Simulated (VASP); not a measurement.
Here is a VASP 6.6.1 calculation.

INCAR

```
SYSTEM = Be2ZnTe2O
PREC = Accurate
ENCUT = 520
EDIFF = 1E-7
ISMEAR = 0
SIGMA = 0.1
LREAL = .False.
LASPH = .True.
NELM = 60
ALGO = Normal
ISIF = 2
LWAVE = .False.
LCHARG = .False.
GGA = PE
NBANDS = 26
```

Contents of KPOINTS:

```
Automatic mesh
0
Gamma
  6 6 2
  0 0 0
```

File POSCAR:

```
Be2ZnTe2O
1.0
    4.2176257000      0.0000000000      0.0000000000
   -2.1088128500      3.6525710000      0.0000000000
    0.0000000000      0.0000000000      7.8938027700
Be Zn Te O
2 1 2 1
Direct
    0.3333333300      0.6666666700      0.3637280900
    0.6666666700      0.3333333300      0.6362719100
    0.0000000000      0.0000000000      0.0000000000
    0.0000000000      0.0000000000      0.2768095800
    0.0000000000      0.0000000000      0.7231904200
    0.0000000000      0.0000000000      0.5000000000
```

Potentials or basis: VASP PAW PBE potentials, release 64 (Be, Zn, Te, O).

Command:

```console
$ cat potpaw_PBE.64/Be/POTCAR potpaw_PBE.64/Zn/POTCAR potpaw_PBE.64/Te/POTCAR potpaw_PBE.64/O/POTCAR > POTCAR
$ mpirun -np 1 vasp_std > vasp.out
```

Problem. Predict the pressure.

Solution. 27.9 GPa.

Problem. What does it give for the band gap on the k mesh?

Solution. Zero (bands 17 and 18 overlap by 0.95 eV).

Stress tensor (GPa, compression positive):
```
-0.35  0.00  0.00
 0.00 -0.35  0.00
 0.00  0.00 84.32
```

Caveat: the k points lie up to 0.40 Å⁻¹ apart, too coarse for converged energies and pressures of a metal; spin-orbit coupling is left out, which moves the levels of the heavy elements; forces of over 1 eV/Å act on the atoms, so gaps and moduli don't describe the material at rest.
